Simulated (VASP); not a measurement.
# Pd (Fm-3m) in VASP: a series of runs

Runs on Pd. Level: LDA. Tasks: single point.

Program: VASP 6.6.1. These are calculated values, not measurements. Logs are shortened: lines on timing, memory, paths and dates and some standing lists are left out, and cuts for length are marked.

## Step 1: The cell of the first run

The structure is cubic, space group Fm-3m (No. 225). Conventional cell: a = 3.841 Å, b = 3.841 Å, c = 3.841 Å, α = 90.00°, β = 90.00°, γ = 90.00°. Within 3.6 Å of Pd (site symmetry m-3m) lie 12 Pd at 2.72 Å.

## Step 2: Single point, LDA, collinear spin, ferromagnetic start

The input, INCAR:

```
SYSTEM = Pd
PREC = Accurate
ENCUT = 520
EDIFF = 1E-6
ISMEAR = -1
SIGMA = 0.05
LREAL = .False.
LASPH = .True.
NELM = 150
ALGO = Normal
ISIF = 2
LWAVE = .False.
LCHARG = .False.
ISPIN = 2
MAGMOM = 0.5
LORBIT = 11
LMAXMIX = 4
NBANDS = 15
```

The input, KPOINTS:

```
Automatic mesh
0
Gamma
  9 9 9
  0 0 0
```

The input, POSCAR:

```
Pd
1.0
    0.0000000000      1.9202771092      1.9202771092
    1.9202771092      0.0000000000      1.9202771092
    1.9202771092      1.9202771092      0.0000000000
Pd
1
Direct
    0.0000000000      0.0000000000      0.0000000000
```

Potentials or basis: VASP PAW LDA potentials, release 64 (Pd).

Launch:

```bash
$ cat potpaw_LDA.64/Pd/POTCAR > POTCAR
$ mpirun -np 1 vasp_std > vasp.out
```

OUTCAR:

```text
SYSTEM = Pd
   PREC = Accurate
   ENCUT = 520
   EDIFF = 1E-6
   ISMEAR = -1
   LREAL = .False.
   LASPH = .True.
   NELM = 150
   ISIF = 2
   ISPIN = 2
   LORBIT = 11

 ion  position               nearest neighbor table
   1  0.000  0.000  0.000-

  LATTYP: Found a face centered cubic cell.
 ALAT       =     3.8405542184

  Lattice vectors:

 A1 = (   0.0000000000,   1.9202771092,   1.9202771092)
 A2 = (   1.9202771092,   0.0000000000,   1.9202771092)
 A3 = (   1.9202771092,   1.9202771092,   0.0000000000)

Analysis of symmetry for initial positions (statically):
[... 25 lines left out ...]
The dynamic configuration has the point symmetry O_h .

Analysis of structural, dynamic, and magnetic symmetry:
=====================================================================
 Subroutine PRICEL returns:
[... 7 lines left out ...]
 out of a pool of 48 trial point group operations.

The overall configuration has the point symmetry O_h .

 Subroutine INISYM returns: Found 48 space group operations
[... 5 lines left out ...]
                                     Primitive cell

  volume of cell :      14.1619

  direct lattice vectors                    reciprocal lattice vectors
     0.000000000  1.920277109  1.920277109    -0.260379087  0.260379087  0.260379087
     1.920277109  0.000000000  1.920277109     0.260379087 -0.260379087  0.260379087
     1.920277109  1.920277109  0.000000000     0.260379087  0.260379087 -0.260379087

  length of vectors
     2.715681931  2.715681931  2.715681931     0.450989807  0.450989807  0.450989807

  position of ions in fractional coordinates (direct lattice)
     0.000000000  0.000000000  0.000000000

  ion indices of the primitive-cell ions
   primitive index   ion index
                 1           1

----------------------------------------------------------------------------------------

 KPOINTS: Automatic mesh

Automatic generation of k-mesh.
 Grid dimensions read from file:
 generate k-points for:    9    9    9

 Generating k-lattice:

  Cartesian coordinates                     Fractional coordinates (reciprocal lattice)
    -0.028931010  0.028931010  0.028931010     0.111111111  0.000000000  0.000000000
     0.028931010 -0.028931010  0.028931010     0.000000000  0.111111111  0.000000000
     0.028931010  0.028931010 -0.028931010     0.000000000  0.000000000  0.111111111

  Length of vectors
     0.050109979  0.050109979  0.050109979

  Shift w.r.t. Gamma in fractional coordinates (k-lattice)
     0.000000000  0.000000000  0.000000000

 Subroutine IBZKPT returns following result:
 ===========================================

 Found     35 irreducible k-points:

 Following reciprocal coordinates:
            Coordinates               Weight
  0.000000  0.000000  0.000000      1.000000
  0.111111  0.000000  0.000000      8.000000
[... 73 lines left out ...]
  energy-cutoff  :      520.00
  volume of cell :       14.16
 maximum number of plane-waves:       388
   NGX =  9   NGY =  9   NGZ =  9

 number of electron      10.0000005 magnetization       0.0001912

 Free energy of the ion-electron system (eV)
  ---------------------------------------------------
  ext. energy  EPLUGINS =         0.00000000
  ---------------------------------------------------
  free energy    TOTEN  =        -6.51178959 eV

  energy without entropy =       -6.49498250  energy(sigma->0) =       -6.50338604

 E-fermi :  10.2739     XC(G=0): -13.7696

 val. band max:       10.2597470066   @ k =   0.4444   0.1111   0.0000
 cond. band min:      10.3017237139   @ k =  -0.4444   0.3333   0.0000
 fundamental gap:      0.0419767073
 Fermi energy:        10.2739229942

 spin component 1

 k-point     1 :       0.0000    0.0000    0.0000
  band No.  band energies     occupation
      1       2.7486      1.00000
      2       7.2247      1.00000
      3       7.2247      1.00000
      4       7.2247      1.00000
      5       8.9853      1.00000
      6       8.9853      1.00000
      7      27.4453      0.00000
      8      32.4016      0.00000
      9      32.4016      0.00000
     10      32.4016      0.00000
     11      35.8731      0.00000
     12      38.0443      0.00000
     13      41.6791      0.00000
     14      41.6791      0.00000
[... 403 lines left out ...]
      4      10.4517      0.02778
      5      10.4517      0.02778
      6      12.8567      0.00000
      7      22.3186      0.00000
      8      23.9157      0.00000
      9      23.9157      0.00000
     10      32.3482      0.00000
     11      32.4902      0.00000
     12      36.1071      0.00000
     13      42.4787      0.00000
     14      44.6648      0.00000
     15      44.6841      0.00000

 [... further k-points ...]

 spin component 2

 k-point     1 :       0.0000    0.0000    0.0000
  band No.  band energies     occupation
      1       2.7485      1.00000
      2       7.2249      1.00000
      3       7.2249      1.00000
      4       7.2249      1.00000
      5       8.9855      1.00000
      6       8.9855      1.00000
      7      27.4452      0.00000
      8      32.4015      0.00000
      9      32.4015      0.00000
     10      32.4015      0.00000
     11      35.8735      0.00000
     12      38.0441      0.00000
     13      41.6791      0.00000
     14      41.6791      0.00000
[... 403 lines left out ...]
      4      10.4520      0.02763
      5      10.4520      0.02763
      6      12.8566      0.00000
      7      22.3187      0.00000
      8      23.9156      0.00000
      9      23.9156      0.00000
     10      32.3481      0.00000
     11      32.4902      0.00000
     12      36.1076      0.00000
     13      42.4787      0.00000
     14      44.6652      0.00000
     15      44.6887      0.00000

 [... further k-points ...]
[... 5 lines left out ...]
  --------------------------------------------------------------------------------------
  -------------------------------------------------------------------------------------
  Total       -0.0216936     -0.0216936     -0.0216936      0.0000000      0.0000000      0.0000000
  in kB       -2.4542625     -2.4542625     -2.4542625      0.0000000      0.0000000      0.0000000
  external PRESSURE =      -2.4542625 kB  Pullay stress =       0.0000000 kB

 VOLUME and BASIS-vectors are now :
 -----------------------------------------------------------------------------
  energy-cutoff  :      520.00
  volume of cell :       14.16
      direct lattice vectors                 reciprocal lattice vectors
     0.000000000  1.920277109  1.920277109    -0.260379087  0.260379087  0.260379087
     1.920277109  0.000000000  1.920277109     0.260379087 -0.260379087  0.260379087
     1.920277109  1.920277109  0.000000000     0.260379087  0.260379087 -0.260379087

 POSITION                                       TOTAL-FORCE (eV/Angst)
 -----------------------------------------------------------------------------------
      0.00000      0.00000      0.00000        -0.000000     -0.000000     -0.000000
 -----------------------------------------------------------------------------------
    total drift:                                0.000000     -0.000000      0.000000

  FREE ENERGIE OF THE ION-ELECTRON SYSTEM (eV)
  ---------------------------------------------------
  free  energy   TOTEN  =        -6.5117895875 eV

  energy  without entropy=       -6.4949824998  energy(sigma->0) =       -6.50338604

 total charge

# of ion       s       p       d       tot
------------------------------------------
    1        0.519   0.530   8.477   9.526

 magnetization (x)

# of ion       s       p       d       tot
------------------------------------------
    1       -0.000  -0.000   0.000   0.000
```

Wall time 9.9 s (1 thread of Intel Xeon Platinum 8375C at 2.90GHz (Ice Lake), shared host); peak memory 0.12 GiB.

Results:

```
Free energy                                           : -6.5118 eV
Pressure                                              : -0.2 GPa
Band gap on the k mesh                                : zero (filled and empty bands overlap)
Net moment                                            : 0.00 μB per cell
Valence electrons inside the program's atomic spheres : Pd 9.53
```

Levels at points of the mesh, in eV from the Fermi level:
Spin up:
| k point | band 3 | band 4 | band 5 | band 6 | band 7 | band 8 |
| --- | --- | --- | --- | --- | --- | --- |
| (0.00, 0.00, 0.00) | -3.05 | -3.05 | -1.29 | -1.29 | 17.17 | 22.13 |
Spin down:
| k point | band 3 | band 4 | band 5 | band 6 | band 7 | band 8 |
| --- | --- | --- | --- | --- | --- | --- |
| (0.00, 0.00, 0.00) | -3.05 | -3.05 | -1.29 | -1.29 | 17.17 | 22.13 |

## Step 3: Single point, LDA, collinear spin, ferromagnetic start

The input, INCAR:

```
SYSTEM = Pd
PREC = Accurate ; ENCUT = 520
EDIFF = 1E-6 ; ISMEAR = -1
SIGMA = 0.05 ; LREAL = .FALSE.
LASPH = .TRUE. ; NELM = 150
ALGO = Normal ; ISIF = 2
LWAVE = .FALSE. ; LCHARG = .FALSE.
ISPIN = 2 ; MAGMOM = 0.5
LORBIT = 11 ; LMAXMIX = 4
GGA = CA ; NBANDS = 15
```

The input, KPOINTS:

```
Automatic mesh
0
G
  11 11 11
  0 0 0
```

POSCAR is that of step 2.

Potentials or basis: VASP PAW LDA potentials, release 64 (Pd).

Launch:

```bash
$ cat potpaw_LDA.64/Pd/POTCAR > POTCAR
$ mpirun -np 1 vasp_std > vasp.out
```

Wall time 16 s (1 thread of Intel Xeon Platinum 8375C at 2.90GHz (Ice Lake), shared host); peak memory 0.13 GiB.

Results (log left out):

- Free energy: -6.4875 eV
- Pressure: 0.6 GPa
- Band gap on the k mesh: zero (filled and empty bands overlap)
- Net moment: 0.00 μB per cell
- Valence electrons inside the program's atomic spheres: Pd 9.53

Levels at points of the mesh, in eV from the Fermi level:
Spin up:
```
           k point  band 1  band 2  band 3  band 4  band 5  band 6  band 7  band 8  band 9  band 10
(0.00, 0.00, 0.00)   -7.59   -3.09   -3.09   -3.09   -1.33   -1.33   17.10   22.06   22.06    22.06
```
Spin down:
```tsv
k point	band 2	band 3	band 4	band 5	band 6	band 7	band 8	band 9
(0.00, 0.00, 0.00)	-3.09	-3.09	-3.09	-1.33	-1.33	17.10	22.06	22.06
```
